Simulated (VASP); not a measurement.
# TaN (P6/mmm) in VASP: a series of runs, part 2 of 2

VASP 6.6.1. The steps go on from the part before.

## 4. Single point, PBE+D4

File INCAR:

```
SYSTEM = TaN
  ALGO = Normal
  EDIFF = 1E-6
  ENCUT = 600
  GGA = PE
  GGA_COMPAT = .False.
  ISIF = 2
  ISMEAR = -1
  IVDW = 13
  LASPH = .True.
  LCHARG = .False.
  LREAL = .False.
  LWAVE = .False.
  NBANDS = 36
  NELM = 120
  PREC = Accurate
  SIGMA = 0.05
```

File KPOINTS:

```
k-points
0
Gamma
  6 6 9
  0 0 0
```

File POSCAR:

```
TaN
1.0
    5.2216206402      0.0000000000      0.0000000000
   -2.6108103201      4.5220561234      0.0000000000
    0.0000000000      0.0000000000      2.9209757418
Ta N
3 3
Direct
    0.6666666667      0.3333333333      0.5000000000
    0.3333333333      0.6666666667      0.5000000000
    0.0000000000      0.0000000000      0.0000000000
    0.0000000000      0.5000000000      0.0000000000
    0.5000000000      0.5000000000      0.0000000000
    0.5000000000      0.0000000000      0.0000000000
```

Potentials or basis: VASP PAW PBE potentials, release 64 (Ta_sv_GW, N).

The run is started by

```sh
$ cat potpaw_PBE.64/Ta_sv_GW/POTCAR potpaw_PBE.64/N/POTCAR > POTCAR
$ mpirun -np 1 vasp_std > vasp.out
```

OUTCAR:

```text
SYSTEM = TaN
   EDIFF = 1E-6
   ENCUT = 600
   GGA = PE
   ISIF = 2
   ISMEAR = -1
   IVDW = 13
   LASPH = .True.
   LREAL = .False.
   NELM = 120
   PREC = Accurate

 ion  position               nearest neighbor table
   1  0.667  0.333  0.500-   4 2.10   4 2.10   6 2.10   6 2.10   5 2.10   5 2.10   2 3.01   2 3.01
                             2 3.01
   2  0.333  0.667  0.500-   4 2.10   4 2.10   6 2.10   6 2.10   5 2.10   5 2.10   1 3.01   1 3.01
                             1 3.01
   3  0.000  0.000  0.000-
   4  0.000  0.500  0.000-   1 2.10   2 2.10   1 2.10   2 2.10
   5  0.500  0.500  0.000-   1 2.10   2 2.10   1 2.10   2 2.10
   6  0.500  0.000  0.000-   1 2.10   2 2.10   1 2.10   2 2.10

  LATTYP: Found a hexagonal cell.
 ALAT       =     5.2216206402
 C/A-ratio  =     0.5594002213

  Lattice vectors:

 A1 = (   5.2216206402,   0.0000000000,   0.0000000000)
 A2 = (  -2.6108103201,   4.5220561234,   0.0000000000)
 A3 = (   0.0000000000,   0.0000000000,   2.9209757418)

Analysis of symmetry for initial positions (statically):
=====================================================================
 Subroutine PRICEL returns:
 Original cell was already a primitive cell.

 Routine SETGRP: Setting up the symmetry group for a
 hexagonal supercell.

[... 182 lines left out ...]
  band No.  band energies     occupation
      1     -57.4164      2.00000
      2     -57.3729      2.00000
      3     -57.0515      2.00000
      4     -24.2214      2.00000
      5     -24.2214      2.00000
      6     -23.8540      2.00000
[... 925 lines left out ...]
     35      15.6082      0.00000
     36      16.2080      0.00000

 [... further k-points ...]

------------------------ aborting loop because EDIFF is reached ----------------------------------------

  DFT-D4 for vdW energy calculation

  Edisp (eV):   -1.77117

  FORCE on cell =-STRESS in cart. coord.  units (eV):
  Direction    XX          YY          ZZ          XY          YZ          ZX
  --------------------------------------------------------------------------------------
  -------------------------------------------------------------------------------------
  Total      -0.01037    -0.01037     0.06743     0.00000    -0.00000     0.00000
  in kB      -0.24097    -0.24097     1.56639     0.00000    -0.00000     0.00000
  external pressure =        0.36 kB  Pullay stress =        0.00 kB

 VOLUME and BASIS-vectors are now :
 -----------------------------------------------------------------------------
  energy-cutoff  :      600.00
  volume of cell :       68.97
      direct lattice vectors                 reciprocal lattice vectors
     5.221620640  0.000000000  0.000000000     0.191511423  0.110569172  0.000000000
    -2.610810320  4.522056123  0.000000000     0.000000000  0.221138343  0.000000000
     0.000000000  0.000000000  2.920975742     0.000000000  0.000000000  0.342351354

 POSITION                                       TOTAL-FORCE (eV/Angst)
 -----------------------------------------------------------------------------------
      2.61081      1.50735      1.46049         0.000000      0.000000      0.000000
     -0.00000      3.01470      1.46049        -0.000000     -0.000000      0.000000
      0.00000      0.00000      0.00000        -0.000000      0.000000      0.000000
     -1.30541      2.26103      0.00000        -0.000000      0.000000      0.000000
      1.30541      2.26103      0.00000        -0.000000      0.000000      0.000000
      2.61081      0.00000      0.00000        -0.000000      0.000000      0.000000
 -----------------------------------------------------------------------------------
    total drift:                               -0.000000      0.000000     -0.000000

  FREE ENERGIE OF THE ION-ELECTRON SYSTEM (eV)
  ---------------------------------------------------
  free  energy   TOTEN  =       -74.1357282692 eV

  energy  without entropy=      -74.1301782151  energy(sigma->0) =      -74.13295324
```

OSZICAR:

```text
N       E                     dE             d eps       ncg     rms          rms(c)
[... 16 lines left out ...]
DAV:  17    -0.724029891599E+02    0.48031E-02   -0.97872E-04  3528   0.177E-01    0.368E+01
DAV:  18    -0.723782161482E+02    0.24773E-01   -0.28460E-02  3172   0.804E-01    0.240E+01
DAV:  19    -0.723667643792E+02    0.11452E-01   -0.28643E-02  3284   0.793E-01    0.820E+00
DAV:  20    -0.723648160389E+02    0.19483E-02   -0.55390E-03  3160   0.351E-01    0.130E+00
DAV:  21    -0.723646068958E+02    0.20914E-03   -0.61946E-04  3700   0.122E-01    0.826E-01
DAV:  22    -0.723645668361E+02    0.40060E-04   -0.20523E-04  2992   0.675E-02    0.587E-01
DAV:  23    -0.723645605187E+02    0.63174E-05   -0.28971E-05  3256   0.275E-02    0.139E-01
DAV:  24    -0.723645608486E+02   -0.32995E-06   -0.18738E-06  2264   0.782E-03
   1 F= -.74135728E+02 E0= -.74132953E+02  d E =-.555005E-02
```

stdout:

```text
POSCAR found type information on POSCAR TaN
 POSCAR found :  2 types and       6 ions
 scaLAPACK will be used
 LDA part: xc-table for (Slater+PW92), standard interpolation
 POSCAR, INCAR and KPOINTS ok, starting setup
 FFT: planning ... GRIDC
 FFT: planning ... GRID_SOFT
 FFT: planning ... GRID
 WAVECAR not read
 entering main loop
```

Wall time 2.4 min (1 thread of AMD EPYC 9R14 (Zen 4), shared host); peak memory 0.21 GiB.

What came out:

- Free energy: -74.1357 eV
- Pressure: 0.0 GPa
- Band gap on the k mesh: zero (band 27 reaches 12.76 eV, above the bottom of band 28 at 10.76 eV)
- Dispersion energy per atom: -0.295 eV

Levels at points of the mesh, in eV from the Fermi level:
```csv
k point,band 25,band 26,band 27,band 28,band 29,band 30
"(0.00, 0.00, 0.00)",-2.33,-1.89,-1.06,-1.06,0.98,0.98
"(0.50, 0.00, 0.00)",-2.77,-1.54,-0.54,1.47,1.96,1.97
```

Caveat: spin-orbit coupling is left out, which moves the levels of the heavy elements; pairwise dispersion overbinds metals, which lowers pressure and volume.

## 5. Summary

```tsv
task	potentials or basis	cell	cutoff (eV)	second run	gap on the mesh (eV)	pressure (GPa)
single point	VASP PAW PBE potentials, release 64 (Ta_pv, N)	a = 5.222, b = 5.222, c = 2.921 Å, angles 90.0, 90.0, 120.0°, 6 atoms	520	-	none	0.8
relaxation of cell and atoms	VASP PAW PBE potentials, release 64 (Ta_pv, N)	relaxed from a = 5.191, b = 5.191, c = 2.908 Å, angles 90.0, 90.0, 120.0°, 6 atoms	600	-	none	0.1
single point	VASP PAW PBE potentials, release 64 (Ta_sv_GW, N)	a = 5.222, b = 5.222, c = 2.921 Å, angles 90.0, 90.0, 120.0°, 6 atoms	600	valence_matched	none	0.0
```

Alike in all rows: level PBE+D4; no spin polarisation; k mesh 6 × 6 × 9; smearing fermi-dirac 0.05 eV.

Caveats: spin-orbit coupling is left out, which moves the levels of the heavy elements; pairwise dispersion overbinds metals, which lowers pressure and volume.

Absolute energies hang on the potentials; compare differences alone.
